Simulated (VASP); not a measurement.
The system is BP (vib).

```
B P
1.0
     0.00000    2.26607    2.26607
     2.26607    0.00000    2.26607
     2.26607    2.26607    0.00000
B P
1 1
Direct
  0.00000 0.00000 0.00000
  0.75000 0.75000 0.75000
```

```yaml
Program: VASP 6.6.1
Task: relaxation of cell and atoms
Functional: LDA
Potentials_or_basis: VASP PAW LDA potentials, release 64 (B, P)
Cutoff: 500 eV
k_mesh: 8 × 8 × 8
Occupations: gaussian, width 0.02 eV
Spin: no spin polarisation
```

At the start: pressure -4.7 GPa; volume 11.64 Å³/atom.

Q: How do energy, volume and symmetry change on relaxing?

A: Over 3 steps the energy falls by 4.8 meV/atom and the volume is 11.31 Å³/atom (-2.8 %); space group F-43m (No. 216, to 0.05 Å).

Step by step:
```tsv
step	energy change (eV)	largest force (eV/Å)	pressure (GPa)	volume (Å³)
1	0.0000	0.0000	-4.69	23.27
2	-0.0039	0.0000	3.93	22.14
3	-0.0097	0.0000	-0.01	22.63
```

Final structure:
```xyz
2
Lattice="0.0000 2.2449 2.2449 2.2449 0.0000 2.2449 2.2449 2.2449 0.0000" Properties=species:S:1:pos:R:3 pbc="T T T"
B     0.0000    0.0000    0.0000
P     3.3674    3.3674    3.3674
```
